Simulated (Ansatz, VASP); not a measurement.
## EuO: VASP beside Ansatz

The input INCAR:

```
  PREC = Accurate
  ENCUT = 600
  EDIFF = 1E-6
  ISMEAR = 0
  SIGMA = 0.05
  LREAL = False
  LASPH = True
  NELM = 200
  ALGO = Normal
  ISIF = 2
  LWAVE = False
  LCHARG = False
  ISPIN = 2
  MAGMOM = 6.93 0
  LORBIT = 11
  LMAXMIX = 6
  GGA = PE
  NBANDS = 22
  GGA_COMPAT = False
```

KPOINTS

```
Automatic mesh
0
Gamma
  12 12 12
```

The input POSCAR:

```
EuO
1.0
    0.0000000000      2.2678559047      2.2678559047
    2.2678559047      0.0000000000      2.2678559047
    2.2678559047      2.2678559047      0.0000000000
Eu O
1 1
Direct
    0.0000000000      0.0000000000      0.0000000000
    0.5000000000      0.5000000000      0.5000000000
```

Input for Ansatz:

```yaml
crystal:
  lattice:
    - [0.0, 2.2678559047, 2.2678559047]
    - [2.2678559047, 0.0, 2.2678559047]
    - [2.2678559047, 2.2678559047, 0.0]
  atoms:
    - { symbol: Eu, position: [0.0, 0.0, 0.0], spin: 6.93 }
    - { symbol: O, position: [0.5, 0.5, 0.5] }
basis:
  ecutwfc: 420
  ecutrho_ratio: 4
kpoints:
  mp_grid: { grid: [12, 12, 12] }
hamiltonian:
  xc: pbe
scf:
  occupations: { method: gaussian, width: 0.05 }
output:
  forces: true
  stress: true
  eigenvalues: true
  populations: true
magnetization:
  spin_polarized: true
```

Alike in both runs: task single point; functional PBE; k mesh 12 × 12 × 12; occupations gaussian, width 0.05 eV; collinear spin.

|  | VASP | Ansatz |
| --- | --- | --- |
| version | VASP 6.6.1 | Ansatz 0.2.0 |
| potentials or method | VASP PAW PBE potentials, release 64 (Eu, O), cutoff 600 eV | scalar-relativistic, plane waves, PAW |
| valence electrons in the cell | 23 | 23 |

|  | VASP | Ansatz | Ansatz less VASP |
| --- | --- | --- | --- |
| gap on the k mesh at the Fermi level (eV) | none | none | - |
| net moment per atom (μB) | 3.33 | 3.32 | -0.001 |
| size of the moment on the site where the two differ most (μB) | 6.40 | 6.23 | -0.173 |

Site moments also hang on the region over which each program counts them. A gap of «none» marks a metal or a gap that the smearing closes. With one functional, cell and mesh, what is left measures potentials, basis and numerics.

Spin-orbit coupling is off throughout.
